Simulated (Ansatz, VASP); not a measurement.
One calculation of Ca, two programs

File INCAR:

```
  PREC = Accurate
  ENCUT = 600
  EDIFF = 1E-6
  ISMEAR = 0
  SIGMA = 0.1
  LREAL = False
  LASPH = True
  NELM = 100
  ALGO = Normal
  ISIF = 3
  LWAVE = False
  LCHARG = False
  GGA = PE
  IBRION = 2
  NSW = 90
  EDIFFG = -0.04
```

The input KPOINTS:

```
regular mesh
0
Gamma
  6 6 6
```

The input POSCAR:

```
Ca
1.0
   -3.4759500921      3.4759500921      1.8585850953
    3.4759500921     -3.4759500921      1.8585850953
    3.4759500921      3.4759500921     -1.8585850953
Ca
2
Direct
    0.5000000000      0.5000000000      0.0000000000
    0.2500000000      0.7500000000      0.5000000000
```

Input for Ansatz:

```yaml
crystal:
  lattice:
    - [-3.4759500921, 3.4759500921, 1.8585850953]
    - [3.4759500921, -3.4759500921, 1.8585850953]
    - [3.4759500921, 3.4759500921, -1.8585850953]
  atoms:
    - { symbol: Ca, position: [0.5, 0.5, 0.0] }
    - { symbol: Ca, position: [0.25, 0.75, 0.5] }
basis:
  ecutwfc: 420
kpoints:
  mp_grid: { grid: [6, 6, 6] }
hamiltonian:
  xc: pbe
scf:
  occupations: { method: gaussian, width: 0.1 }
  lower_state_search: "off"
output:
  forces: true
  stress: true
  eigenvalues: true
relax:
  adjacent_minimum: "off"
  f_tol: 0.04
  max_steps: 70
  cell: { stress_tol: 0.4 }
```

Alike in both runs: task relaxation of cell and atoms; functional PBE; k mesh 6 × 6 × 6; occupations gaussian, width 0.1 eV; no spin polarisation.

```csv
,VASP,Ansatz
version,VASP 6.6.1,Ansatz 0.2.0
potentials or method,"VASP PAW PBE potentials, release 64 (Ca_sv), cutoff 600 eV","scalar-relativistic, plane waves, PAW"
valence electrons in the cell,20,20
```

```tsv
	VASP	Ansatz	Ansatz less VASP
gap on the k mesh at the Fermi level, each at its own relaxed structure (eV)	none	none	-
relaxed volume (Å³/atom)	42.69	42.25	-0.432
relaxed cell length with the largest relative difference (Å)	5.148	5.129	-0.0190
```

A gap of «none» marks a metal or a gap that the smearing closes.
